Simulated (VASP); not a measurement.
# RbBr (I-4m2) in VASP: single point with PBE

Aim: the single point of RbBr with PBE.

Everything below comes from runs of VASP 6.6.1. Logs are shortened: lines on timing, memory, paths and dates and some standing lists are left out, and cuts for length are marked.

**1. The cell of the first run**

Symmetry: I-4m2, No. 119, tetragonal system. Conventional cell: a = 5.387 Å, b = 5.387 Å, c = 7.739 Å, α = 90.00°, β = 90.00°, γ = 90.00°. Within 4.4 Å of Rb (site symmetry -4m2) lie 4 Br at 3.32 Å. Within 4.4 Å of Br (site symmetry -4m2) lie 4 Rb at 3.32 Å.

**2. Single point, PBE (biaxial xy strain -1.6%)**

Contents of INCAR:

```
SYSTEM = RbBr
PREC     = Accurate       ! precision mode
ENCUT    = 520            ! plane-wave cutoff, eV
EDIFF    = 1E-6           ! SCF threshold, eV
ISMEAR   = -1             ! smearing method
SIGMA    = 0.02           ! smearing width, eV
LREAL    = .False.        ! projectors in reciprocal space
LASPH    = .True.         ! aspherical terms in the spheres
NELM     = 80             ! most SCF steps
ALGO     = Normal         ! electronic algorithm
ISIF     = 2              ! what is computed and relaxed
LWAVE    = .False.        ! write WAVECAR
LCHARG   = .False.        ! write CHGCAR
GGA      = PE             ! functional
NBANDS   = 15             ! bands
```

Contents of KPOINTS:

```
Automatic mesh
0
Gamma
  6 6 6
  0 0 0
```

Contents of POSCAR:

```
RbBr
1.0
    0.0000000000      3.8091327135      3.8694968646
    3.8091327135      0.0000000000      3.8694968646
    3.8091327135      3.8091327135      0.0000000000
Rb Br
1 1
Direct
    0.0000000000      0.0000000000      0.0000000000
    0.2500000000      0.2500000000      0.2500000000
```

Potentials or basis: VASP PAW PBE potentials, release 64 (Rb_sv, Br).

On the command line:

```sh
$ cat potpaw_PBE.64/Rb_sv/POTCAR potpaw_PBE.64/Br/POTCAR > POTCAR
$ mpirun -np 1 vasp_std > vasp.out
```

OUTCAR:

```text
SYSTEM = RbBr
   PREC = Accurate
   ENCUT = 520
   EDIFF = 1E-6
   ISMEAR = -1
   LREAL = .False.
   LASPH = .True.
   NELM = 80
   ISIF = 2
   GGA = PE

 ion  position               nearest neighbor table
   1  0.000  0.000  0.000-   2 3.32   2 3.32   2 3.32   2 3.32
   2  0.250  0.250  0.250-   1 3.32   1 3.32   1 3.32   1 3.32

  LATTYP: Found a body centered tetragonal cell.
 ALAT       =     5.3869271443
 C/A-ratio  =     1.4366249110

  Lattice vectors:

 A1 = (  -3.8091327135,   0.0000000000,   3.8694968646)
 A2 = (   3.8091327135,   0.0000000000,   3.8694968646)
 A3 = (   0.0000000000,   3.8091327135,  -3.8694968646)

Analysis of symmetry for initial positions (statically):
=====================================================================
 Subroutine PRICEL returns:
 Original cell was already a primitive cell.

 Routine SETGRP: Setting up the symmetry group for a
 body centered tetragonal supercell.

 Subroutine GETGRP returns: Found  8 space group operations
 (whereof  8 operations were pure point group operations)
 out of a pool of 16 trial point group operations.

The static configuration has the point symmetry D_2d.

Analysis of symmetry for dynamics (positions and initial velocities):
=====================================================================
 Subroutine PRICEL returns:
 Original cell was already a primitive cell.

 Routine SETGRP: Setting up the symmetry group for a
 body centered tetragonal supercell.

 Subroutine GETGRP returns: Found  8 space group operations
 (whereof  8 operations were pure point group operations)
 out of a pool of 16 trial point group operations.

The dynamic configuration has the point symmetry D_2d.

 Subroutine INISYM returns: Found  8 space group operations
 (whereof  8 operations are pure point group operations),
 and found     1 'primitive' translations

----------------------------------------------------------------------------------------

                                     Primitive cell

  volume of cell :     112.2889

  direct lattice vectors                    reciprocal lattice vectors
     0.000000000  3.809132713  3.869496865    -0.131263476  0.131263476  0.129215766
     3.809132713  0.000000000  3.869496865     0.131263476 -0.131263476  0.129215766
     3.809132713  3.809132713  0.000000000     0.131263476  0.131263476 -0.129215766

  length of vectors
     5.429778818  5.429778818  5.386927144     0.226178943  0.226178943  0.226178943

  position of ions in fractional coordinates (direct lattice)
     0.000000000  0.000000000  0.000000000
     0.250000000  0.250000000  0.250000000

  ion indices of the primitive-cell ions
   primitive index   ion index
                 1           1
                 2           2

----------------------------------------------------------------------------------------

 KPOINTS: Automatic mesh

Automatic generation of k-mesh.
 Grid dimensions read from file:
 generate k-points for:    6    6    6

 Generating k-lattice:

  Cartesian coordinates                     Fractional coordinates (reciprocal lattice)
    -0.021877246  0.021877246  0.021535961     0.166666667  0.000000000  0.000000000
     0.021877246 -0.021877246  0.021535961     0.000000000  0.166666667  0.000000000
     0.021877246  0.021877246 -0.021535961     0.000000000  0.000000000  0.166666667

  Length of vectors
     0.037696491  0.037696491  0.037696491

  Shift w.r.t. Gamma in fractional coordinates (k-lattice)
     0.000000000  0.000000000  0.000000000

 Subroutine IBZKPT returns following result:
 ===========================================

 Found     30 irreducible k-points:

 Following reciprocal coordinates:
            Coordinates               Weight
  0.000000  0.000000  0.000000      1.000000
  0.166667 -0.000000  0.000000      8.000000
  0.333333  0.000000  0.000000      8.000000
  0.500000  0.000000  0.000000      4.000000
  0.166667  0.166667  0.000000      2.000000
  0.333333  0.166667  0.000000      8.000000
[... 16 lines left out ...]
  0.333333  0.000000  0.333333      4.000000
  0.500000  0.000000  0.333333     16.000000
 [... further k-points ...]
   k-points           NKPTS =     30   k-points in BZ     NKDIM =     30   number of bands    NBANDS=     15
   number of dos      NEDOS =    301   number of ions     NIONS =      2
   total plane-waves  NPLWV =  64000
   dimension x,y,z NGX =    40 NGY =   40 NGZ =   40
   dimension x,y,z NGXF=    80 NGYF=   80 NGZF=   80
   ions per type =               1   1
   NGX,Y,Z   is equivalent  to a cutoff of  12.25, 12.25, 12.34 a.u.
   NGXF,Y,Z  is equivalent  to a cutoff of  24.49, 24.49, 24.69 a.u.
 SYSTEM =  RbBr
   PREC   = accura    normal or accurate (medium, high low for compatibility)
   ISTART =      0    job   : 0-new  1-cont  2-samecut
   ICHARG =      2    charge: 1-file 2-atom 10-const
   ISPIN  =      1    spin polarized calculation?
   LNONCOLLINEAR =      F non collinear calculations
   LSORBIT =      F    spin-orbit coupling
   LASPH  =      T    aspherical Exc in radial PAW
   ENCUT  =  520.0 eV  38.22 Ry    6.18 a.u.  10.10 10.10 10.02*2*pi/ulx,y,z
   NELM   =     80;   NELMIN=  2; NELMDL= -5     # of ELM steps
   EDIFF  = 0.1E-05   stopping-criterion for ELM
   LREAL  =      F    real-space projection
   EDIFFG = 0.1E-04   stopping-criterion for IOM
   NSW    =      0    number of steps for IOM
   IBRION =     -1    ionic relax: 0-MD 1-quasi-New 2-CG
   NFREE  =      0    steps in history (QN), initial steepest desc. (CG)
   ISIF   =      2    stress and relaxation
   ISYM   =      2    0-nonsym 1-usesym 2-fastsym
   POTIM  = 0.5000    time-step for ionic-motion
   TEBEG  =    0.0;   TEEND  =   0.0 temperature during run
   PSTRESS=    0.0 pullay stress
   NELECT =      16.0000    total number of electrons
   NUPDOWN=      -1.0000    fix difference up-down
   EMIN   =  10.00;   EMAX   =-10.00  energy-range for DOS
   EFERMI =   0.00;   METHOD = LEGACY
   ISMEAR =    -1;   SIGMA  =   0.02  broadening in eV -4-tet -1-fermi 0-gaus
   EFERMI_NEDOS =   21; number of points for ismear=-14 and -15
   IALGO  =     38    algorithm
   IMIX   =      4    mixing-type and parameters
     AMIX     =   0.40;   BMIX     =  1.00
     AMIX_MAG =   1.60;   BMIX_MAG =  1.00
  volume/ion in A,a.u.               =      56.14       378.88
  Fermi-wavevector in a.u.,A,eV,Ry     =   0.855072  1.615851  9.947870  0.731148
  Thomas-Fermi vector in A             =   1.971765
   LORBIT       =      0    0 simple, 1 ext, 2 COOP (PROOUT), +10 PAW based schemes
   GGA     = PE    functional components
   LHFCALC =     F    Hartree Fock is set to
   AEXX    =    0.0000 exact exchange contribution
   IVDW    =     0    specifies the selected vdW correction
   LEPSILON=     F    determine dielectric tensor
   LRPA    =     F    only Hartree local field effects (RPA)
 non-spin polarized calculation
  energy-cutoff  :      520.00
  volume of cell :      112.29
 maximum number of plane-waves:      3046
   NGX = 21   NGY = 21   NGZ = 21

 number of electron      15.9999998 magnetization

 Free energy of the ion-electron system (eV)
  ---------------------------------------------------
  ext. energy  EPLUGINS =         0.00000000
  ---------------------------------------------------
  free energy    TOTEN  =        -5.91997421 eV

  energy without entropy =       -5.91997421  energy(sigma->0) =       -5.91997421

 E-fermi :  -2.5024     XC(G=0):  -5.8333

 val. band max:       -3.0014342274   @ k =   0.5000   0.5000   0.0000
 cond. band min:       1.1106592531   @ k =   0.0000   0.0000   0.0000
 fundamental gap:      4.1120934805
 Fermi energy:        -2.5024462461

 k-point     1 :       0.0000    0.0000    0.0000
  band No.  band energies     occupation
      1     -27.5224      2.00000
      2     -14.8996      2.00000
      3     -11.6361      2.00000
      4     -11.6361      2.00000
      5     -11.6345      2.00000
      6      -3.1133      2.00000
      7      -3.1085      2.00000
      8      -3.1085      2.00000
      9       1.1107      0.00000
     10       5.1449      0.00000
     11       5.2525      0.00000
     12       6.1541      0.00000
     13       6.2378      0.00000
     14       6.2378      0.00000
     15       7.2220      0.00000

 k-point     2 :       0.1667   -0.0000    0.0000
  band No.  band energies     occupation
      1     -27.5218      2.00000
      2     -14.9123      2.00000
      3     -11.6394      2.00000
      4     -11.6388      2.00000
      5     -11.6215      2.00000
      6      -3.1823      2.00000
      7      -3.0988      2.00000
      8      -3.0940      2.00000
      9       1.5141      0.00000
     10       4.9042      0.00000
     11       4.9815      0.00000
     12       5.8472      0.00000
     13       6.4097      0.00000
     14       6.6717      0.00000
     15       6.7195      0.00000

 k-point     3 :       0.3333    0.0000    0.0000
  band No.  band energies     occupation
      1     -27.5205      2.00000
      2     -14.9374      2.00000
      3     -11.6462      2.00000
      4     -11.6461      2.00000
      5     -11.5951      2.00000
      6      -3.2865      2.00000
      7      -3.0743      2.00000
      8      -3.0659      2.00000
      9       2.4336      0.00000
     10       4.6102      0.00000
     11       4.7865      0.00000
     12       4.8400      0.00000
     13       6.2548      0.00000
     14       6.5118      0.00000
     15       6.5405      0.00000
[... 343 lines left out ...]
 k-point    23 :       0.3333    0.0000    0.3333
  band No.  band energies     occupation
      1     -27.5198      2.00000
      2     -14.9488      2.00000
      3     -11.6631      2.00000
      4     -11.6593      2.00000
      5     -11.5604      2.00000
      6      -3.3699      2.00000
      7      -3.0413      2.00000
      8      -3.0319      2.00000
      9       2.7777      0.00000
     10       3.6809      0.00000
     11       5.0987      0.00000
     12       6.0372      0.00000
     13       6.2989      0.00000
     14       6.3757      0.00000
     15       7.2064      0.00000

 k-point    24 :       0.5000    0.0000    0.3333
  band No.  band energies     occupation
      1     -27.5192      2.00000
      2     -14.9608      2.00000
      3     -11.6755      2.00000
      4     -11.6645      2.00000
      5     -11.5374      2.00000
      6      -3.3695      2.00000
      7      -3.0572      2.00000
      8      -3.0223      2.00000
      9       3.0309      0.00000
     10       3.7574      0.00000
     11       5.0536      0.00000
     12       5.6360      0.00000
     13       6.4739      0.00000
     14       6.6103      0.00000
     15       6.6610      0.00000

 [... further k-points ...]
[... 5 lines left out ...]
  --------------------------------------------------------------------------------------
  -------------------------------------------------------------------------------------
  Total        0.3392046      0.3392046      0.3406765      0.0000000      0.0000000      0.0000000
  in kB        4.8398912      4.8398912      4.8608923      0.0000000      0.0000000      0.0000000
  external PRESSURE =       4.8468916 kB  Pullay stress =       0.0000000 kB

 VOLUME and BASIS-vectors are now :
 -----------------------------------------------------------------------------
  energy-cutoff  :      520.00
  volume of cell :      112.29
      direct lattice vectors                 reciprocal lattice vectors
     0.000000000  3.809132713  3.869496865    -0.131263476  0.131263476  0.129215766
     3.809132713  0.000000000  3.869496865     0.131263476 -0.131263476  0.129215766
     3.809132713  3.809132713  0.000000000     0.131263476  0.131263476 -0.129215766

 POSITION                                       TOTAL-FORCE (eV/Angst)
 -----------------------------------------------------------------------------------
      0.00000      0.00000      0.00000        -0.000000     -0.000000      0.000000
      1.90457      1.90457      1.93475         0.000000      0.000000      0.000000
 -----------------------------------------------------------------------------------
    total drift:                                0.000000      0.000000      0.000000

  FREE ENERGIE OF THE ION-ELECTRON SYSTEM (eV)
  ---------------------------------------------------
  free  energy   TOTEN  =        -5.9199742063 eV

  energy  without entropy=       -5.9199742063  energy(sigma->0) =       -5.91997421
```

It took 25 s on 1 thread of AMD EPYC 9R45 (Zen 5), shared host; peak memory 0.23 GiB.

What came out:

| Property | Result |
| --- | --- |
| Free energy | -5.9200 eV |
| Pressure | 0.5 GPa |
| Band gap on the k mesh | 4.11 eV, indirect (least direct gap 4.22 eV) |

Levels at points of the mesh, in eV from the valence-band top:
```csv
k point,band 6,band 7,band 8,band 9,band 10,band 11
"(0.00, 0.00, 0.00)",-0.11,-0.11,-0.11,4.11,8.15,8.25
"(0.50, 0.00, 0.00)",-0.32,-0.06,-0.05,6.36,6.54,7.83
"(0.50, 0.50, 0.00)",-0.43,0.00,0.00,5.92,6.75,8.56
"(0.50, 0.00, 0.50)",-0.43,-0.01,-0.01,5.95,6.77,8.63
```

Caveat: the cell differs from its parent crystal (biaxial xy strain -1.6%). A k mesh can miss the band edges.
